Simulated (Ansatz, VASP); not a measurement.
**One calculation of Hf2Si, two programs**

```xyz
6
Lattice="-3.2754 3.2754 2.5828 3.2754 -3.2754 2.5828 3.2754 3.2754 -2.5828" Properties=species:S:1:pos:R:3 pbc="T T T"
Hf    1.0251    2.2503    2.5828
Hf    2.2503   -1.0251    2.5828
Hf    2.2503    1.0251    0.0000
Hf    1.0251    4.3004    0.0000
Si    0.0000    0.0000    3.8742
Si    0.0000    0.0000    1.2914
```

Alike in both runs: task single point; functional r2SCAN; k mesh 8 × 8 × 8; occupations gaussian, width 0.1 eV; no spin polarisation.

|  | VASP | Ansatz |
| --- | --- | --- |
| version | VASP 6.6.1 | Ansatz 0.2.0 |
| potentials or method | VASP PAW PBE potentials, release 64 (Hf_pv, Si), cutoff 520 eV | scalar-relativistic, plane waves, PAW |
| valence electrons in the cell | 48 | 112 |

VASP gave:

```
gap on the k mesh at the Fermi level (eV)                     : none
pressure (GPa)                                                : -0.1
traceless stress, the component that is largest in VASP (GPa) : -0.15
rms of the force components (eV/Å)                            : 0.001
```

**Question.** What did Ansatz give for the same quantities?

**Answer.** gap on the k mesh at the Fermi level (eV): none; pressure (GPa): 0.5; traceless stress, the component that is largest in VASP (GPa): -0.11; rms of the force components (eV/Å): 0.005.

VASP's potentials were made for PBE, not for r2SCAN. Atom by atom the forces differ by 0.006 eV/Å (rms over components). A gap of «none» marks a metal or a gap that the smearing closes. VASP's potentials hold 48 valence electrons a cell and Ansatz's 112, so a difference there can come from the potentials and not from the codes.

Spin-orbit coupling is off throughout.
